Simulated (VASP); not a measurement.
# CuSi16 (a cell with a defect) in VASP: a series of runs

CuSi16 (a cell with a defect) is run at these levels: PBE; tasks: single point.

Program: VASP 6.6.1. These are calculated values, not measurements. Logs are shortened: lines on timing, memory, paths and dates and some standing lists are left out, and cuts for length are marked.

### 1 The cell of the first run

The cell holds a defect, 17 atoms: a = 7.679 Å, b = 7.679 Å, c = 7.679 Å, α = 60.00°, β = 60.00°, γ = 60.00°.

### 2 Single point, PBE

Contents of INCAR:

```
PREC = Accurate
ENCUT = 520
EDIFF = 1E-6
ISMEAR = -1
SIGMA = 0.05
LREAL = Auto
LASPH = True
NELM = 80
ALGO = Normal
ISIF = 2
LWAVE = False
LCHARG = False
GGA = PE
NELECT = 74.0
NBANDS = 52
```

Contents of KPOINTS:

```
regular mesh
0
Gamma
  2 2 2
```

Contents of POSCAR:

```
CuSi16
1.0
    0.0000000000      5.4300000000      5.4300000000
    5.4300000000      0.0000000000      5.4300000000
    5.4300000000      5.4300000000      0.0000000000
Si Cu
16 1
Direct
    0.0131452678     -0.0031554141     -0.0073510136
    0.1172358946      0.1324649760      0.1252956747
    0.0134149537     -0.0030728734      0.4976233910
    0.1390642427      0.1201075690      0.6207397701
   -0.0382974003      0.5124303573      0.0129435294
    0.1173766673      0.6244656145      0.1250101915
    0.0134885979      0.4920721737      0.4973718825
    0.1174115911      0.6245925080      0.6332819711
    0.5051306199      0.0041553645     -0.0043774605
    0.6387282886      0.1185274899      0.1234487096
    0.5125516240     -0.0045505373      0.4964056992
    0.6389773133      0.1186722684      0.6197609438
    0.5050932009      0.4943367451     -0.0048517895
    0.5903842249      0.6357592387      0.1368647275
    0.5053859232      0.4945538644      0.5052286221
    0.6390378785      0.6224780388      0.6193979318
    0.3328032119      0.3880383164      0.8893259193
```

Potentials or basis: VASP PAW PBE potentials, release 64 (Si, Cu).

Run with:

```console
$ cat potpaw_PBE.64/Si/POTCAR potpaw_PBE.64/Cu/POTCAR > POTCAR
$ mpirun -np 1 vasp_std > vasp.out
```

OUTCAR:

```text
PREC = Accurate
   ENCUT = 520
   EDIFF = 1E-6
   ISMEAR = -1
   LREAL = Auto
   LASPH = True
   NELM = 80
   ISIF = 2
   GGA = PE
   NELECT = 74.0

 ion  position               nearest neighbor table
   1  0.013  0.997  0.993-   4 2.33   2 2.34   6 2.34  10 2.35
   2  0.117  0.132  0.125-   3 2.34   1 2.34   5 2.39   9 2.43  17 2.56
   3  0.013  0.997  0.498-   4 2.33   8 2.34   2 2.34  12 2.35
   4  0.139  0.120  0.621-   1 2.33   3 2.33   7 2.33  11 2.34
   5  0.962  0.512  0.013-  17 2.33  14 2.33   8 2.39   6 2.39   2 2.39
   6  0.117  0.624  0.125-   1 2.34   7 2.34   5 2.39  13 2.43  17 2.57
   7  0.013  0.492  0.497-   4 2.33   8 2.34   6 2.34  16 2.35
   8  0.117  0.625  0.633-   3 2.34   7 2.34   5 2.39  15 2.43  17 2.56
   9  0.505  0.004  0.996-  14 2.32  10 2.36  12 2.36  17 2.42   2 2.43
  10  0.639  0.119  0.123-  11 2.34   1 2.35   9 2.36  13 2.36  17 2.95
  11  0.513  0.995  0.496-  10 2.34  16 2.34  12 2.34   4 2.34
  12  0.639  0.119  0.620-  11 2.34   3 2.35   9 2.36  15 2.36  17 2.94
  13  0.505  0.494  0.995-  14 2.32  16 2.36  10 2.36  17 2.43   6 2.43
  14  0.590  0.636  0.137-  15 2.32   9 2.32  13 2.32   5 2.33
  15  0.505  0.495  0.505-  14 2.32  16 2.36  12 2.36  17 2.43   8 2.43
  16  0.639  0.622  0.619-  11 2.34   7 2.35  15 2.36  13 2.36  17 2.95
  17  0.333  0.388  0.889-   5 2.33   9 2.42  15 2.43  13 2.43   2 2.56   8 2.56   6 2.57  12 2.94
                            10 2.95  16 2.95

  LATTYP: Found a face centered cubic cell.
 ALAT       =    10.8600000000

  Lattice vectors:

 A1 = (   0.0000000000,   5.4300000000,   5.4300000000)
 A2 = (   5.4300000000,   0.0000000000,   5.4300000000)
 A3 = (   5.4300000000,   5.4300000000,   0.0000000000)

Analysis of symmetry for initial positions (statically):
=====================================================================
 Subroutine PRICEL returns:
 Original cell was already a primitive cell.

 Routine SETGRP: Setting up the symmetry group for a
 face centered cubic supercell.

 Subroutine GETGRP returns: Found  1 space group operations
 (whereof  1 operations were pure point group operations)
 out of a pool of 48 trial point group operations.

The static configuration has the point symmetry C_1 .

Analysis of symmetry for dynamics (positions and initial velocities):
=====================================================================
 Subroutine PRICEL returns:
 Original cell was already a primitive cell.

 Routine SETGRP: Setting up the symmetry group for a
 face centered cubic supercell.

 Subroutine GETGRP returns: Found  1 space group operations
 (whereof  1 operations were pure point group operations)
 out of a pool of 48 trial point group operations.

The dynamic configuration has the point symmetry C_1 .

 Subroutine INISYM returns: Found  1 space group operations
 (whereof  1 operations are pure point group operations),
 and found     1 'primitive' translations

----------------------------------------------------------------------------------------

                                     Primitive cell

  volume of cell :     320.2060

  direct lattice vectors                    reciprocal lattice vectors
     0.000000000  5.430000000  5.430000000    -0.092081031  0.092081031  0.092081031
     5.430000000  0.000000000  5.430000000     0.092081031 -0.092081031  0.092081031
     5.430000000  5.430000000  0.000000000     0.092081031  0.092081031 -0.092081031

  length of vectors
     7.679179644  7.679179644  7.679179644     0.159489025  0.159489025  0.159489025

  position of ions in fractional coordinates (direct lattice)
     0.013145268  0.996844586  0.992648986
     0.117235895  0.132464976  0.125295675
     0.013414954  0.996927127  0.497623391
     0.139064243  0.120107569  0.620739770
     0.961702600  0.512430357  0.012943529
     0.117376667  0.624465614  0.125010192
[... 9 lines left out ...]
     0.639037878  0.622478039  0.619397932
     0.332803212  0.388038316  0.889325919

  ion indices of the primitive-cell ions
   primitive index   ion index
                 1           1
                 2           2
                 3           3
                 4           4
                 5           5
                 6           6
[... 9 lines left out ...]
                16          16
                17          17

----------------------------------------------------------------------------------------

 KPOINTS: regular mesh

Automatic generation of k-mesh.
 Grid dimensions read from file:
 generate k-points for:    2    2    2

 Generating k-lattice:

  Cartesian coordinates                     Fractional coordinates (reciprocal lattice)
    -0.046040516  0.046040516  0.046040516     0.500000000  0.000000000  0.000000000
     0.046040516 -0.046040516  0.046040516     0.000000000  0.500000000  0.000000000
     0.046040516  0.046040516 -0.046040516     0.000000000  0.000000000  0.500000000

  Length of vectors
     0.079744512  0.079744512  0.079744512

[... 42 lines left out ...]
   PSTRESS=    0.0 pullay stress
   NELECT =      74.0000    total number of electrons
   NUPDOWN=      -1.0000    fix difference up-down
   EMIN   =  10.00;   EMAX   =-10.00  energy-range for DOS
   EFERMI =   0.00;   METHOD = LEGACY
   ISMEAR =    -1;   SIGMA  =   0.05  broadening in eV -4-tet -1-fermi 0-gaus
   EFERMI_NEDOS =   21; number of points for ismear=-14 and -15
   IALGO  =     38    algorithm
   IMIX   =      4    mixing-type and parameters
     AMIX     =   0.40;   BMIX     =  1.00
     AMIX_MAG =   1.60;   BMIX_MAG =  1.00
  volume/ion in A,a.u.               =      18.84       127.11
  Fermi-wavevector in a.u.,A,eV,Ry     =   1.004636  1.898488 13.732283  1.009294
  Thomas-Fermi vector in A             =   2.137265
   LORBIT       =      0    0 simple, 1 ext, 2 COOP (PROOUT), +10 PAW based schemes
   GGA     = PE    functional components
   LHFCALC =     F    Hartree Fock is set to
   AEXX    =    0.0000 exact exchange contribution
   IVDW    =     0    specifies the selected vdW correction
   LEPSILON=     F    determine dielectric tensor
   LRPA    =     F    only Hartree local field effects (RPA)
 non-spin polarized calculation
  energy-cutoff  :      520.00
  volume of cell :      320.21
 maximum number of plane-waves:      8646
 NGX is ok and might be reduce to    60
   NGX = 29   NGY = 29   NGZ = 29

 number of electron      74.0000003 magnetization

 Free energy of the ion-electron system (eV)
  ---------------------------------------------------
  ext. energy  EPLUGINS =         0.00000000
  ---------------------------------------------------
  free energy    TOTEN  =       -94.22201022 eV

  energy without entropy =      -94.21757308  energy(sigma->0) =      -94.21979165

 E-fermi :   6.3923     XC(G=0):  -9.6081

 val. band max:        6.1967970504   @ k =   0.0000   0.0000   0.0000
 cond. band min:       6.5537298882   @ k =   0.0000   0.0000   0.0000
 fundamental gap:      0.3569328378
 Fermi energy:         6.3922805896

 k-point     1 :       0.0000    0.0000    0.0000
  band No.  band energies     occupation
      1      -5.8949      2.00000
      2      -3.5495      2.00000
      3      -3.5045      2.00000
      4      -3.4722      2.00000
      5      -3.4718      2.00000
      6      -2.0442      2.00000
[... 41 lines left out ...]
     48       8.4570      0.00000
     49       8.7603      0.00000

 k-point     2 :       0.5000    0.0000    0.0000
  band No.  band energies     occupation
      1      -5.1867      2.00000
      2      -4.9856      2.00000
      3      -3.3332      2.00000
      4      -3.1813      2.00000
      5      -3.1801      2.00000
      6      -3.0372      2.00000
[... 41 lines left out ...]
     48       9.7771      0.00000
     49       9.7812      0.00000

 k-point     3 :       0.0000    0.5000    0.0000
  band No.  band energies     occupation
      1      -5.2263      2.00000
      2      -4.9337      2.00000
      3      -3.2972      2.00000
      4      -3.2630      2.00000
      5      -3.1657      2.00000
      6      -3.0395      2.00000
[... 249 lines left out ...]
     48      10.5025      0.00000
     49      10.5084      0.00000

 k-point     8 :       0.5000    0.0000    0.5000
  band No.  band energies     occupation
      1      -4.9313      2.00000
      2      -4.7238      2.00000
      3      -3.8699      2.00000
      4      -3.7763      2.00000
      5      -3.7482      2.00000
      6      -3.7371      2.00000
[... 41 lines left out ...]
     48      10.5033      0.00000
     49      10.5076      0.00000
 [bands above 49 left out]

------------------------ aborting loop because EDIFF is reached ----------------------------------------

  FORCE on cell =-STRESS in cart. coord.  units (eV):
  Direction    XX          YY          ZZ          XY          YZ          ZX
  --------------------------------------------------------------------------------------
  -------------------------------------------------------------------------------------
  Total       -1.7962147     -1.7829443     -1.7751747     -0.2290790      0.2074038     -0.2300274
  in kB       -8.9875090     -8.9211098     -8.8822337     -1.1462159      1.0377621     -1.1509612
  external PRESSURE =      -8.9302841 kB  Pullay stress =       0.0000000 kB

 VOLUME and BASIS-vectors are now :
 -----------------------------------------------------------------------------
  energy-cutoff  :      520.00
  volume of cell :      320.21
      direct lattice vectors                 reciprocal lattice vectors
     0.000000000  5.430000000  5.430000000    -0.092081031  0.092081031  0.092081031
     5.430000000  0.000000000  5.430000000     0.092081031 -0.092081031  0.092081031
     5.430000000  5.430000000  0.000000000     0.092081031  0.092081031 -0.092081031

 POSITION                                       TOTAL-FORCE (eV/Angst)
 -----------------------------------------------------------------------------------
     10.80295      5.46146      5.48424         0.004601      0.000817     -0.003815
      1.39964      1.31695      1.35588        -0.001277      0.001299     -0.001600
      8.11541      2.77494      5.48616         0.003494     -0.004401     -0.005403
      4.02280      4.12574      1.40730        -0.005335      0.002257      0.004584
      2.85278      5.29233      8.00454         0.010719     -0.001050     -0.012623
      4.06965      1.31616      4.02820         0.000214      0.001705      0.000728
[... 9 lines left out ...]
      6.74339      6.83331      6.85003        -0.001933      0.000113      0.002449
      6.93609      6.63616      3.91417        -0.010105      0.010357      0.012341
 -----------------------------------------------------------------------------------
    total drift:                                0.002384     -0.003353     -0.003940

  FREE ENERGIE OF THE ION-ELECTRON SYSTEM (eV)
  ---------------------------------------------------
  free  energy   TOTEN  =       -94.2220102155 eV

  energy  without entropy=      -94.2175730806  energy(sigma->0) =      -94.21979165
```

It took 8 min on 1 thread of Intel Xeon 8259CL, shared host; peak memory 0.47 GiB.

Results:

| Item | Value |
| --- | --- |
| Free energy | -94.2220 eV |
| Largest force | 0.019 eV/Å |

Forces in eV/Å, atoms in the order of the input:
```
Si   0.005  0.001 -0.004
Si  -0.001  0.001 -0.002
Si   0.003 -0.004 -0.005
Si  -0.005  0.002  0.005
Si   0.011 -0.001 -0.013
Si   0.000  0.002  0.001
Si   0.005 -0.004 -0.004
Si  -0.010 -0.002  0.008
Si  -0.002  0.002 -0.007
Si  -0.002 -0.001  0.003
Si   0.004 -0.002 -0.003
Si  -0.001 -0.001  0.001
Si   0.009  0.003  0.002
Si  -0.004  0.004  0.005
Si   0.001 -0.009 -0.003
Si  -0.002  0.000  0.002
Cu  -0.010  0.010  0.012
```

Levels at points of the mesh, in eV from the Fermi level:
```
           k point  band 35  band 36  band 37  band 38  band 39  band 40
(0.00, 0.00, 0.00)    -0.66    -0.20    -0.20     0.16     0.60     0.60
(0.50, 0.00, 0.00)    -0.92    -0.73    -0.73     0.41     1.25     1.33
(0.00, 0.50, 0.00)    -0.85    -0.77    -0.69     0.57     1.08     1.28
(0.00, 0.00, 0.50)    -0.85    -0.77    -0.68     0.57     1.08     1.28
(0.50, 0.50, 0.50)    -0.85    -0.77    -0.68     0.57     1.08     1.28
(0.50, 0.50, 0.00)    -1.45    -1.42    -0.96     0.66     1.05     2.02
(0.00, 0.50, 0.50)    -1.45    -1.42    -0.97     0.66     1.05     2.02
(0.50, 0.00, 0.50)    -1.45    -1.42    -0.97     0.66     1.05     2.02
```

Caveat: the k points lie up to 0.50 Å⁻¹ apart; the cell carries a net charge on a neutralising background, which shifts energy and pressure; the cell is charged against a uniform background, so pressure and absolute levels hang on convention.

### 3 Single point, PBE

Contents of INCAR:

```
PREC     = Accurate       # precision mode
ENCUT    = 520            # plane-wave cutoff, eV
EDIFF    = 1E-6           # SCF threshold, eV
ISMEAR   = -1             # smearing method
SIGMA    = 0.05           # smearing width, eV
LREAL    = Auto         
LASPH    = True           # aspherical terms in the spheres
NELM     = 80             # most SCF steps
ALGO     = Normal         # electronic algorithm
ISIF     = 2              # what is computed and relaxed
LWAVE    = False          # write WAVECAR
LCHARG   = False          # write CHGCAR
GGA      = PE             # functional
NELECT   = 74.0         
NBANDS   = 52             # bands
```

Contents of KPOINTS:

```
Automatic mesh
0
Gamma
  2 2 2
```

Contents of POSCAR:

```
CuSi16
1.0
    0.0000000000      5.4300000000      5.4300000000
    5.4300000000      0.0000000000      5.4300000000
    5.4300000000      5.4300000000      0.0000000000
Si Cu
16 1
Direct
    0.0340164602     -0.0113125046     -0.0113347427
    0.1190082655      0.1304071365      0.1302422149
   -0.0144342713      0.0022190729      0.5061243440
    0.1193706998      0.1298430110      0.6204071391
   -0.0145763262      0.5062062904      0.0022056516
    0.1193220658      0.6204237455      0.1297601244
   -0.0142802827      0.5057590284      0.5057184289
    0.1120015048      0.6291288482      0.6290890443
    0.5068264825      0.0003199581      0.0003187699
    0.6626773921      0.1123333560      0.1122297125
    0.5070321371      0.0000865473      0.4923362291
    0.6112411476      0.1327103579      0.6278547351
    0.5070221241      0.4923293076      0.0000858232
    0.6111120121      0.6278692801      0.1328068404
    0.4852875983      0.5046832234      0.5047802189
    0.6113432249      0.6277108054      0.6276941413
    0.2911638756      0.2364718960      1.2364810352
```

Potentials or basis: VASP PAW PBE potentials, release 64 (Si, Cu).

Run with:

```console
$ cat potpaw_PBE.64/Si/POTCAR potpaw_PBE.64/Cu/POTCAR > POTCAR
$ mpirun -np 1 vasp_std > vasp.out
```

Run time: 9.1 min. Hardware: 1 thread of Intel Xeon 8259CL, shared host; peak memory 0.47 GiB.

It converged, with:

| Item | Value |
| --- | --- |
| Free energy | -94.2217 eV |
| Largest force | 0.021 eV/Å |

Forces on the atoms (eV/Å):
```
Si   0.015 -0.010 -0.010
Si  -0.005  0.011  0.005
Si  -0.014  0.000 -0.004
Si   0.004  0.002  0.003
Si  -0.015 -0.006  0.003
Si   0.006  0.007  0.002
Si   0.002  0.002  0.004
Si   0.012 -0.004 -0.005
Si  -0.002  0.000  0.001
Si   0.013 -0.002 -0.007
Si  -0.012 -0.002  0.009
Si   0.006  0.002 -0.005
Si  -0.010  0.005  0.000
Si   0.005 -0.005  0.003
Si  -0.005  0.005  0.006
Si   0.003 -0.001 -0.002
Cu  -0.003 -0.004 -0.004
```

Levels at points of the mesh, in eV from the Fermi level:
```tsv
k point	band 33	band 34	band 35	band 36	band 37	band 38	band 39	band 40	band 41	band 42
(0.00, 0.00, 0.00)	-0.89	-0.89	-0.65	-0.20	-0.19	0.16	0.60	0.60	0.62	0.64
(0.50, 0.00, 0.00)	-2.01	-0.92	-0.92	-0.73	-0.73	0.41	1.25	1.33	1.34	1.43
(0.00, 0.50, 0.00)	-2.01	-0.90	-0.85	-0.76	-0.68	0.58	1.08	1.28	1.32	1.49
(0.00, 0.00, 0.50)	-2.01	-0.90	-0.85	-0.77	-0.68	0.58	1.08	1.28	1.32	1.49
(0.50, 0.50, 0.50)	-2.01	-0.90	-0.85	-0.76	-0.68	0.57	1.08	1.28	1.32	1.49
(0.50, 0.50, 0.00)	-1.83	-1.53	-1.45	-1.42	-0.96	0.66	1.05	2.02	2.06	2.13
(0.00, 0.50, 0.50)	-1.84	-1.53	-1.45	-1.42	-0.96	0.66	1.05	2.02	2.06	2.13
(0.50, 0.00, 0.50)	-1.83	-1.53	-1.44	-1.42	-0.96	0.66	1.05	2.02	2.06	2.13
```

Caveat: the k points lie up to 0.50 Å⁻¹ apart; the cell carries a net charge on a neutralising background, which shifts energy and pressure; the cell is charged against a uniform background, so pressure and absolute levels hang on convention.

### 4 Single point, PBE

Contents of INCAR:

```
SYSTEM = CuSi16
PREC = Accurate
ENCUT = 520
EDIFF = 1E-7
ISMEAR = -1
SIGMA = 0.05
LREAL = Auto
LASPH = .TRUE.
NELM = 80
ALGO = Normal
ISIF = 2
LWAVE = .FALSE.
LCHARG = .TRUE.
GGA = PE
LELF = .TRUE.
LVHAR = .TRUE.
NBANDS = 52
NELECT = 74.0
```

Contents of KPOINTS:

```
Automatic mesh
0
G
  2 2 2
  0 0 0
```

Contents of POSCAR:

```
CuSi16
1.0
    0.0000000000      5.4300000000      5.4300000000
    5.4300000000      0.0000000000      5.4300000000
    5.4300000000      5.4300000000      0.0000000000
Si Cu
16 1
Direct
    0.0131453039     -0.0031554328     -0.0073510129
    0.1172359116      0.1324650092      0.1252955801
    0.0134149171     -0.0030729282      0.4976233886
    0.1390642726      0.1201075506      0.6207397790
   -0.0382974217      0.5124303867      0.0129434622
    0.1173767035      0.6244656538      0.1250102210
    0.0134885820      0.4920721915      0.4973718232
    0.1174116022      0.6245924494      0.6332819521
    0.5051306630      0.0041553407     -0.0043774401
    0.6387282689      0.1185275322      0.1234487109
    0.5125515654     -0.0045504604      0.4964057090
    0.6389773481      0.1186721915      0.6197609576
    0.5050932781      0.4943367403     -0.0048518416
    0.5903842541      0.6357592081      0.1368647330
    0.5053859116      0.4945538674      0.5052286372
    0.6390377532      0.6224780847      0.6193979742
    0.3328032228      0.3880383978      0.8893258748
```

Run with:

```console
$ cat potpaw_PBE.64/Si/POTCAR potpaw_PBE.64/Cu/POTCAR > POTCAR
$ mpirun -np 1 vasp_std > vasp.out
```

Run time: 9.1 min. Hardware: 1 thread of Intel Xeon 8259CL, shared host; peak memory 0.47 GiB.

The run converged. Its results:

| Quantity | Value |
| --- | --- |
| Free energy | -94.2220 eV |
| Largest force | 0.019 eV/Å |

Forces in eV/Å, atoms in the order of the input:
```
Si   0.005  0.001 -0.004
Si  -0.001  0.001 -0.002
Si   0.003 -0.004 -0.005
Si  -0.005  0.002  0.005
Si   0.011 -0.001 -0.013
Si   0.000  0.002  0.001
Si   0.005 -0.004 -0.004
Si  -0.010 -0.002  0.008
Si  -0.002  0.002 -0.007
Si  -0.002 -0.001  0.003
Si   0.004 -0.002 -0.003
Si  -0.001 -0.001  0.001
Si   0.009  0.003  0.002
Si  -0.004  0.004  0.005
Si   0.001 -0.009 -0.003
Si  -0.002  0.000  0.002
Cu  -0.010  0.010  0.012
```

Levels at points of the mesh, in eV from the Fermi level:
```
           k point  band 34  band 35  band 36  band 37  band 38  band 39  band 40  band 41
(0.00, 0.00, 0.00)    -0.89    -0.66    -0.20    -0.20     0.16     0.60     0.60     0.63
(0.50, 0.00, 0.00)    -0.93    -0.92    -0.73    -0.73     0.41     1.25     1.33     1.33
(0.00, 0.50, 0.00)    -0.91    -0.85    -0.77    -0.69     0.57     1.08     1.28     1.32
(0.00, 0.00, 0.50)    -0.90    -0.85    -0.77    -0.68     0.57     1.08     1.28     1.32
(0.50, 0.50, 0.50)    -0.90    -0.85    -0.77    -0.68     0.57     1.08     1.28     1.32
(0.50, 0.50, 0.00)    -1.53    -1.44    -1.42    -0.96     0.66     1.05     2.02     2.06
(0.00, 0.50, 0.50)    -1.53    -1.45    -1.42    -0.97     0.66     1.05     2.02     2.06
(0.50, 0.00, 0.50)    -1.53    -1.45    -1.42    -0.97     0.66     1.05     2.02     2.06
```

Caveat: the k points lie up to 0.50 Å⁻¹ apart; the cell carries a net charge on a neutralising background, which shifts energy and pressure; the cell is charged against a uniform background, so pressure and absolute levels hang on convention.
